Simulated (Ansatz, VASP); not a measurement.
PbSe in VASP and in Ansatz

Contents of INCAR:

```
SYSTEM = PbSe
ALGO = Normal
EDIFF = 1E-7
ENCUT = 520
GGA = PE
ISIF = 2
ISMEAR = -1
LASPH = .True.
LCHARG = .True.
LELF = .True.
LREAL = .False.
LVHAR = .True.
LWAVE = .False.
NBANDS = 28
NELM = 100
PREC = Accurate
SIGMA = 0.05
```

Contents of KPOINTS:

```
k-points
0
Gamma
  7 7 6
  0 0 0
```

The input POSCAR:

```
PbSe
1.0
    2.1691477118     -6.1745707018      0.0000000000
    2.1691477118      6.1745707018      0.0000000000
    0.0000000000      0.0000000000      4.4799678963
Pb Se
2 2
Direct
    0.3682392700      0.6317607300      0.2500000000
    0.6317607300      0.3682392700      0.7500000000
    0.1387100400      0.8612899600      0.2500000000
    0.8612899600      0.1387100400      0.7500000000
```

File input.yaml:

```yaml
crystal:
  lattice:
    - [2.1691477118, -6.1745707018, 0.0]
    - [2.1691477118, 6.1745707018, 0.0]
    - [0.0, 0.0, 4.4799678963]
  atoms:
    - { symbol: Pb, position: [0.36823927, 0.63176073, 0.25] }
    - { symbol: Pb, position: [0.63176073, 0.36823927, 0.75] }
    - { symbol: Se, position: [0.13871004, 0.86128996, 0.25] }
    - { symbol: Se, position: [0.86128996, 0.13871004, 0.75] }
hamiltonian:
  xc: pbe
  pseudopotentials: { kind: paw }
kpoints:
  mp_grid: { grid: [7, 7, 6] }
scf:
  occupations: { method: fermi_dirac, width: 0.05 }
output:
  forces: true
  stress: true
  eigenvalues: true
```

Alike in both runs: task single point; functional PBE; k mesh 7 × 7 × 6; occupations fermi-dirac, width 0.05 eV; no spin polarisation.

```csv
,VASP,Ansatz
version,VASP 6.6.1,Ansatz 0.2.0
potentials or method,"VASP PAW PBE potentials, release 64 (Pb_d, Se)",Ansatz PAW
plane-wave cutoff (eV),520,420
valence electrons in the cell,40,60
```

Ansatz gave:

| Item | Value |
| --- | --- |
| gap on the k mesh at the Fermi level (eV) | 1.03 |
| least direct gap on the mesh (eV) | 1.03 |
| pressure (GPa) | 0.1 |
| traceless stress, the component that is largest in VASP (GPa) | 0.19 |
| rms of the force components (eV/Å) | 0.024 |

Which values does VASP return?

gap on the k mesh at the Fermi level (eV): 1.03; least direct gap on the mesh (eV): 1.03; pressure (GPa): 0.1; traceless stress, the component that is largest in VASP (GPa): 0.21; rms of the force components (eV/Å): 0.026.

Atom by atom the forces differ by 0.004 eV/Å (rms over components). VASP's potentials hold 40 valence electrons a cell and Ansatz's 60, so a difference there can come from the potentials and not from the codes.

Spin-orbit coupling is off throughout. Noted on Ansatz's run: odd divisions of the mesh miss points on the zone boundary, where band edges often lie, so the gap on the mesh can be too wide.
